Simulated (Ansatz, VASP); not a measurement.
Ba: VASP beside Ansatz

```
Ba
1.0
    -2.50650    2.50650    2.50650
     2.50650   -2.50650    2.50650
     2.50650    2.50650   -2.50650
Ba
1
Direct
  0.00000 0.00000 0.00000
```

Alike in both runs: functional PBEsol; k mesh 8 × 8 × 8; occupations fermi-dirac, width 0.05 eV; non-collinear spin, spin-orbit coupling.

|  | VASP | Ansatz |
| --- | --- | --- |
| version | VASP 6.6.1 | Ansatz 0.2.0 |
| potentials or method | VASP PAW PBE potentials, release 64 (Ba_sv) | Ansatz PAW |
| plane-wave cutoff (eV) | 520 | 420 |
| valence electrons in the cell | 10 | 10 |
| task | single point | band structure |

|  | VASP | Ansatz | Ansatz less VASP |
| --- | --- | --- | --- |
| pressure (GPa) | -0.7 | -0.7 | -0.03 |
| net moment per atom (μB) | 0.00 | 0.00 | 0.000 |

VASP's potentials were made for PBE, not for PBEsol.
